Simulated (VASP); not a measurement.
Here is a VASP 6.6.1 calculation.

Contents of INCAR:

```
SYSTEM = AlN
PREC = Accurate ; ENCUT = 520
EDIFF = 1E-8 ; ISMEAR = 0
SIGMA = 0.01 ; LREAL = .FALSE.
LASPH = .TRUE. ; NELM = 100
ALGO = Normal ; ISIF = 2
LWAVE = .FALSE. ; LCHARG = .FALSE.
GGA = PS ; IBRION = 8
NSW = 1
```

The input KPOINTS:

```
Automatic mesh
0
G
  8 8 6
  0 0 0
```

POSCAR

```
AlN
1.0
    3.1045397151      0.0000000000      0.0000000000
   -1.5522698575      2.6886102603      0.0000000000
    0.0000000000      0.0000000000      4.9654777945
Al N
2 2
Direct
    0.3333333333      0.6666666667     -0.0010774658
    0.6666666667      0.3333333333      0.4989225342
    0.3333333333      0.6666666667      0.3810774658
    0.6666666667      0.3333333333      0.8810774658
```

Potentials or basis: VASP PAW PBE potentials, release 64 (Al, N).

Command:

```console
$ cat potpaw_PBE.64/Al/POTCAR potpaw_PBE.64/N/POTCAR > POTCAR
$ mpirun -np 1 vasp_std > vasp.out
```

(1) Estimate the highest phonon frequency at Γ, LO-TO splitting left out.

Results:

(1) 724 cm⁻¹.

Caveat: the cell wasn't relaxed at this level first, which shifts response properties.
